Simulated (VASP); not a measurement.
SiO2 (Stishovite): single point with PBE

SiO2 (Stishovite):

```
Si O
1.0
     4.12084    0.00000    0.00000
     0.00000    4.12084    0.00000
     0.00000    0.00000    2.62918
Si O
2 4
Direct
  0.00000 0.00000 0.00000
  0.50000 0.50000 0.50000
  0.30590 0.30590 0.00000
  0.19410 0.80590 0.50000
  0.69410 0.69410 0.00000
  0.80590 0.19410 0.50000
```

| Item | Value |
| --- | --- |
| Program | VASP 6.6.1 |
| Task | single point |
| Functional | PBE |
| Potentials or basis | VASP PAW PBE potentials, release 64 (Si, O) |
| Cutoff | 520 eV |
| k mesh | 6 × 6 × 8 |
| Occupations | gaussian, width 0.01 eV |
| Spin | no spin polarisation |
| Dipole correction | no |
| Further INCAR settings | ALGO = Normal; EDIFF = 1e-06; NBANDS = 25 |

- Pressure: 26.8 GPa
- Largest force: 0.394 eV/Å
- Band gap on the k mesh: 6.38 eV, direct

Forces in eV/Å, atoms in the order of the input:
```
Si   0.000  0.000  0.000
Si   0.000  0.000  0.000
O   -0.278 -0.278  0.000
O    0.278 -0.278  0.000
O    0.278  0.278  0.000
O   -0.278  0.278  0.000
```

Stress tensor (GPa, compression positive):
```
24.98  0.00  0.00
 0.00 24.98  0.00
 0.00  0.00 30.40
```

Levels at points of the mesh, in eV from the valence-band top:
| k point | band 12 | band 13 | band 14 | band 15 | band 16 | band 17 | band 18 | band 19 | band 20 | band 21 |
| --- | --- | --- | --- | --- | --- | --- | --- | --- | --- | --- |
| (0.00, 0.00, 0.00) | -3.26 | -2.55 | -0.91 | -0.91 | 0.00 | 6.38 | 6.87 | 8.87 | 8.87 | 11.27 |
| (0.50, 0.00, 0.00) | -4.08 | -2.78 | -2.78 | -1.12 | -1.12 | 8.30 | 8.30 | 9.44 | 9.44 | 11.36 |
| (0.50, 0.50, 0.00) | -3.40 | -2.77 | -2.77 | -2.42 | -2.42 | 7.94 | 7.94 | 10.48 | 10.48 | 13.64 |
| (0.00, 0.00, 0.50) | -4.79 | -3.28 | -3.28 | -2.84 | -2.84 | 9.68 | 9.68 | 13.08 | 13.08 | 13.28 |
| (0.50, 0.00, 0.50) | -4.18 | -2.39 | -2.39 | -1.86 | -1.86 | 9.24 | 9.24 | 10.34 | 10.34 | 12.46 |
| (0.50, 0.50, 0.50) | -4.64 | -1.84 | -1.84 | -1.65 | -1.65 | 7.71 | 7.71 | 11.35 | 11.35 | 11.89 |

Wall time 16 s on 1 thread of Intel(R) Xeon(R) 6975P-C (Granite Rapids) (shared host), peak memory 0.17 GiB.

A k mesh can miss the band edges. A hybrid or GW would open this gap; PBE tends to underestimate it.
